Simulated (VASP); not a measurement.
# PtSe2 (P-3m1) in VASP: vibrations by perturbation theory with LDA

Aim: the vibrations by perturbation theory of PtSe2 with LDA.

All numbers are computed with VASP 6.6.1; they aren't measurements. Logs are shortened: lines on timing, memory, paths and dates and some standing lists are left out, and cuts for length are marked.

## Step 1: The cell of the first run

Symmetry: P-3m1, No. 164, trigonal system. Conventional cell: a = 3.724 Å, b = 3.724 Å, c = 5.062 Å, α = 90.00°, β = 90.00°, γ = 120.00°. Within 3.3 Å of Pt (site symmetry -3m) lie 6 Se at 2.49 Å. Se (site symmetry 3m) has 3 Pt at 2.49 Å and 6 Se at 3.32 Å within 3.4 Å.

## Step 2: Vibrations by perturbation theory, LDA

Contents of INCAR:

```
ALGO = Normal
EDIFF = 1E-8
ENCUT = 520
IBRION = 8
ISIF = 2
ISMEAR = -1
LASPH = T
LCHARG = F
LREAL = F
LWAVE = F
NBANDS = 18
NELM = 80
NSW = 1
PREC = Accurate
SIGMA = 0.05
```

Contents of KPOINTS:

```
k-points
0
Gamma
  6 6 4
```

Contents of POSCAR:

```
PtSe2
1.0
    3.7240000000      0.0000000000      0.0000000000
   -1.8620000000      3.2250786037      0.0000000000
    0.0000000000      0.0000000000      5.0620000000
Pt Se
1 2
Direct
    0.0000000000      0.0000000000      0.0000000000
    0.6666666667      0.3333333333      0.7500000000
    0.3333333333      0.6666666667      0.2500000000
```

Potentials or basis: VASP PAW LDA potentials, release 64 (Pt, Se).

Command:

```bash
> cat potpaw_LDA.64/Pt/POTCAR potpaw_LDA.64/Se/POTCAR > POTCAR
> mpirun -np 1 vasp_std > vasp.out
```

OUTCAR:

```text
EDIFF = 1E-8
   ENCUT = 520
   IBRION = 8
   ISIF = 2
   ISMEAR = -1
   LASPH = T
   LREAL = F
   NELM = 80
   NSW = 1
   PREC = Accurate

 ion  position               nearest neighbor table
   1  0.000  0.000  0.000-   2 2.49   3 2.49   2 2.49   3 2.49   2 2.49   3 2.49
   2  0.667  0.333  0.750-   1 2.49   1 2.49   1 2.49
   3  0.333  0.667  0.250-   1 2.49   1 2.49   1 2.49

  LATTYP: Found a hexagonal cell.
 ALAT       =     3.7240000000
 C/A-ratio  =     1.3592910849

  Lattice vectors:

 A1 = (   3.7240000000,   0.0000000000,   0.0000000000)
 A2 = (  -1.8620000000,   3.2250786037,   0.0000000000)
 A3 = (   0.0000000000,   0.0000000000,   5.0620000000)

Analysis of symmetry for initial positions (statically):
=====================================================================
 Subroutine PRICEL returns:
 Original cell was already a primitive cell.

 Routine SETGRP: Setting up the symmetry group for a
 hexagonal supercell.

 Subroutine GETGRP returns: Found 12 space group operations
 (whereof 12 operations were pure point group operations)
 out of a pool of 24 trial point group operations.

The static configuration has the point symmetry D_3d.

Analysis of symmetry for dynamics (positions and initial velocities):
=====================================================================
 Subroutine PRICEL returns:
 Original cell was already a primitive cell.

 Routine SETGRP: Setting up the symmetry group for a
 hexagonal supercell.

 Subroutine GETGRP returns: Found 12 space group operations
 (whereof 12 operations were pure point group operations)
 out of a pool of 24 trial point group operations.

The dynamic configuration has the point symmetry D_3d.

 Subroutine INISYM returns: Found 12 space group operations
 (whereof 12 operations are pure point group operations),
 and found     1 'primitive' translations

----------------------------------------------------------------------------------------

                                     Primitive cell

  volume of cell :      60.7956

  direct lattice vectors                    reciprocal lattice vectors
     3.724000000  0.000000000  0.000000000     0.268528464  0.155034981  0.000000000
    -1.862000000  3.225078604  0.000000000     0.000000000  0.310069962  0.000000000
     0.000000000  0.000000000  5.062000000     0.000000000  0.000000000  0.197550375

  length of vectors
     3.724000000  3.724000000  5.062000000     0.310069962  0.310069962  0.197550375

  position of ions in fractional coordinates (direct lattice)
     0.000000000  0.000000000  0.000000000
     0.666666667  0.333333333  0.750000000
     0.333333333  0.666666667  0.250000000

  ion indices of the primitive-cell ions
   primitive index   ion index
                 1           1
                 2           2
                 3           3

----------------------------------------------------------------------------------------

 KPOINTS: k-points

Automatic generation of k-mesh.
 Grid dimensions read from file:
 generate k-points for:    6    6    4

 Generating k-lattice:

[... 86 lines left out ...]
   LHFCALC =     F    Hartree Fock is set to
   AEXX    =    0.0000 exact exchange contribution
   IVDW    =     0    specifies the selected vdW correction
   LEPSILON=     F    determine dielectric tensor
   LRPA    =     F    only Hartree local field effects (RPA)
 non-spin polarized calculation
  energy-cutoff  :      520.00
  volume of cell :       60.80
 maximum number of plane-waves:      1654
   NGX = 13   NGY = 13   NGZ = 19

--------------------------------------- Ionic step        1  -------------------------------------------

 number of electron      21.9999998 magnetization

 Free energy of the ion-electron system (eV)
  ---------------------------------------------------
  ext. energy  EPLUGINS =         0.00000000
  ---------------------------------------------------
  free energy    TOTEN  =       -17.06300638 eV

  energy without entropy =      -17.05501818  energy(sigma->0) =      -17.05901228

 E-fermi :   6.4842     XC(G=0): -10.8998

 val. band max:        6.4811113390   @ k =   0.3333   0.3333   0.0000
 cond. band min:       6.4929435446   @ k =   0.0000   0.1667   0.2500
 fundamental gap:      0.0118322057
 Fermi energy:         6.4841543856

 k-point     1 :       0.0000    0.0000    0.0000
  band No.  band energies     occupation
      1      -9.2178      2.00000
      2      -6.3947      2.00000
      3      -0.6998      2.00000
      4       0.0040      2.00000
      5       0.0040      2.00000
      6       2.4953      2.00000
[... 493 lines left out ...]
     17      13.9557      0.00000
     18      16.5663      0.00000

------------------------ aborting loop because EDIFF is reached ----------------------------------------

  FORCE on cell =-STRESS in cart. coord.  units (eV):
  Direction    XX          YY          ZZ          XY          YZ          ZX
  --------------------------------------------------------------------------------------
  -------------------------------------------------------------------------------------
  Total        0.1336536      0.1336536     -0.3478404      0.0000000      0.0000000      0.0000000
  in kB        3.5222408      3.5222408     -9.1668160      0.0000000      0.0000000      0.0000000
  external PRESSURE =      -0.7074448 kB  Pullay stress =       0.0000000 kB

 VOLUME and BASIS-vectors are now :
 -----------------------------------------------------------------------------
  energy-cutoff  :      520.00
  volume of cell :       60.80
      direct lattice vectors                 reciprocal lattice vectors
     3.724000000  0.000000000  0.000000000     0.268528464  0.155034981  0.000000000
    -1.862000000  3.225078604  0.000000000     0.000000000  0.310069962  0.000000000
     0.000000000  0.000000000  5.062000000     0.000000000  0.000000000  0.197550375

 POSITION                                       TOTAL-FORCE (eV/Angst)
 -----------------------------------------------------------------------------------
      0.00000      0.00000      0.00000        -0.000000      0.000000     -0.000000
      1.86200      1.07503      3.79650        -0.000000      0.000000     -0.243045
     -0.00000      2.15005      1.26550         0.000000     -0.000000      0.243045
 -----------------------------------------------------------------------------------
    total drift:                               -0.000000     -0.000000     -0.000000

  FREE ENERGIE OF THE ION-ELECTRON SYSTEM (eV)
  ---------------------------------------------------
  free  energy   TOTEN  =       -17.0630063839 eV

  energy  without entropy=      -17.0550181822  energy(sigma->0) =      -17.05901228

[... ionic steps 2 to 3 ...]

--------------------------------------- Ionic step        4  -------------------------------------------

------------------------ aborting loop because EDIFF is reached ----------------------------------------
[... 11 lines left out ...]
[... ionic steps 8 to 8 ...]

--------------------------------------- Ionic step        9  -------------------------------------------

 Free energy of the ion-electron system (eV)
  ---------------------------------------------------
  ---------------------------------------------------
  free energy    TOTEN  =        -0.09149933 eV

  energy without entropy =       -0.09150060

------------------------ aborting loop because EDIFF is reached ----------------------------------------

 INTERNAL STRAIN TENSOR  FOR ION    2  DIRECTION 3   (eV/Angst):
 -----------------------------------------------------------------------------
    11.49920  0.00000 -0.00000
    -0.00000 11.49920  0.00000
     0.00000  0.00000 14.65587

 INTERNAL STRAIN TENSOR FOR ION    3 for displacements in x,y,z  (eV/Angst):
          X           Y           Z          XY          YZ          ZX
  --------------------------------------------------------------------------------
  x     0.00000     0.00000     0.00000     4.80731     0.00000    -9.30397
  y     4.80731    -4.80731     0.00000     0.00000   -10.10569     0.00000
  z   -11.49920   -11.49920   -14.65587     0.00000     0.00000    -0.00000

 SECOND DERIVATIVES (NOT SYMMETRIZED)
 ------------------------------------
               1X          1Y          1Z          2X          2Y          2Z          3X          3Y          3Z
  1X   -15.530956    0.000000    0.000000    7.765478    0.000000    0.000000    7.765478    0.000000    0.000000
  1Y     0.000000  -15.530956    0.000000    0.000000    7.765478    0.000000    0.000000    7.765478    0.000000
  1Z     0.000000    0.000000  -15.602657   -0.000000    0.000000    7.801328    0.000000    0.000000    7.801328
  2X     7.761080    0.000000    0.000000   -7.993946    0.000000    0.000000    0.232866    0.000000    0.000000
  2Y     0.000000    7.761080    0.000000    0.000000   -7.993946    0.000000    0.000000    0.232866    0.000000
  2Z     0.000000    0.000000    7.796425    0.000000   -0.000000   -9.579259    0.000000   -0.000000    1.782835
  3X     7.761080    0.000000    0.000000    0.232866    0.000000    0.000000   -7.993946    0.000000    0.000000
  3Y     0.000000    7.761080    0.000000    0.000000    0.232866    0.000000    0.000000   -7.993946    0.000000
  3Z     0.000000    0.000000    7.796425    0.000000   -0.000000    1.782835    0.000000   -0.000000   -9.579259

 Eigenvectors and eigenvalues of the dynamical matrix
 ----------------------------------------------------

   1 f  =    6.609019 THz    41.525689 2PiTHz  220.453131 cm-1    27.332692 meV
             X         Y         Z           dx          dy          dz
      0.000000  0.000000  0.000000    -0.000000    0.000000   -0.668970
      1.862000  1.075026  3.796500     0.000000   -0.000000    0.525585
     -0.000000  2.150052  1.265500     0.000000   -0.000000    0.525585
[... 43 lines left out ...]
   9 f/i=    0.001033 THz     0.006491 2PiTHz    0.034462 cm-1     0.004273 meV
             X         Y         Z           dx          dy          dz
      0.000000  0.000000  0.000000    -0.000000   -0.000000    0.743289
      1.862000  1.075026  3.796500    -0.000000   -0.000000    0.473033
     -0.000000  2.150052  1.265500    -0.000000   -0.000000    0.473033

--------------------------------------------------------------------------------------------------------

 ELASTIC MODULI CONTR FROM IONIC RELAXATION (kBar)
 Direction    XX          YY          ZZ          XY          YZ          ZX
 --------------------------------------------------------------------------------
 XX        -761.4638   -465.3412   -781.7889     -0.0000    311.2471      0.0000
 YY        -465.3412   -761.4638   -781.7889      0.0000   -311.2471     -0.0000
 ZZ        -781.7889   -781.7889   -996.3993      0.0000     -0.0000     -0.0000
 XY          -0.0000      0.0000      0.0000   -148.0613      0.0000    286.5546
 YZ         311.2471   -311.2471     -0.0000      0.0000   -654.2879     -0.0000
 ZX           0.0000     -0.0000     -0.0000    286.5546     -0.0000   -554.5915
 --------------------------------------------------------------------------------
```

Wall time 3.5 min (1 thread of Intel Xeon Platinum 8488C (Sapphire Rapids), shared host); peak memory 0.35 GiB.

Results:

```yaml
Highest_phonon_frequency_at_Γ_LO-TO_splitting_left_out: 220 cm⁻¹
```

Phonon frequencies in cm⁻¹ (negative: imaginary):
```tsv
q point	frequencies
(0.000, 0.000, 0.000)	0 0 0 168 168 198 220 220 220
```

Caveat: spin-orbit coupling is left out, which moves the levels of the heavy elements.
